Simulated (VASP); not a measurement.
## Ta: relaxation of cell and atoms with PBE

The system is Ta.

```
Ta
1.0
     2.86050    0.00000    0.00000
    -1.43025    2.47726    0.00000
     0.00000    0.00000    2.68887
Ta
1
Cartesian
  0.0000 0.0000 0.0000
```

```
Program                : VASP 6.6.1
Task                   : relaxation of cell and atoms
Functional             : PBE
Potentials or basis    : VASP PAW PBE potentials, release 64 (Ta_pv)
Cutoff                 : 600 eV
k mesh                 : 17 × 17 × 16
Occupations            : fermi-dirac, width 0.05 eV
Spin                   : no spin polarisation
Dipole correction      : no
Further INCAR settings : ALGO = Normal; EDIFF = 1e-06; IBRION = 2; EDIFFG = -0.005; NSW = 60; ISIF = 3
```

| Quantity | Value |
| --- | --- |
| Relaxed volume | 19.79 Å³/atom |
| Relaxed cell | a = 2.891 Å, b = 2.891 Å, c = 2.733 Å, α = 90.00°, β = 90.00°, γ = 120.00° |
| Space group after relaxing (to 0.05 Å) | P6/mmm (No. 191) |
| Energy gained by relaxing | 15.4 meV/atom |
| Ionic steps | 9 |
| Pressure after relaxing | 0.0 GPa |

The path:
```csv
step,energy change (eV),largest force (eV/Å),pressure (GPa),volume (Å³)
1,0.0000,0.0000,6.69,19.05
2,0.0404,0.0000,-10.66,21.33
3,-0.0153,0.0000,-0.17,19.81
4,-0.0153,0.0000,-0.04,19.79
5,-0.0153,0.0000,0.08,19.78
6,-0.0153,0.0000,0.13,19.77
7,-0.0153,0.0000,0.12,19.77
8,-0.0153,0.0000,-0.12,19.81
9,-0.0154,0.0000,0.00,19.79
```

Final structure:
```
Ta
1.0
     2.89144    0.00000    0.00000
    -1.44572    2.50406    0.00000
     0.00000    0.00000    2.73277
Ta
1
Direct
  0.00000 0.00000 0.00000
```

Levels at points of the mesh, in eV from the Fermi level:
```
           k point  band 1  band 2  band 3  band 4  band 5  band 6  band 7  band 8  band 9
(0.00, 0.00, 0.00)  -33.75  -33.75  -33.70   -7.86   -2.93    0.45    0.45    5.99    5.99
(0.00, 0.00, 0.50)  -34.90  -33.64  -33.64   -4.44   -0.50    1.30    1.30    2.48    2.48
```

Wall time 5.1 min on 1 thread of AMD EPYC 7R13 (shared host), peak memory 0.18 GiB.

Caveat: spin-orbit coupling is left out, which moves the levels of the heavy elements.
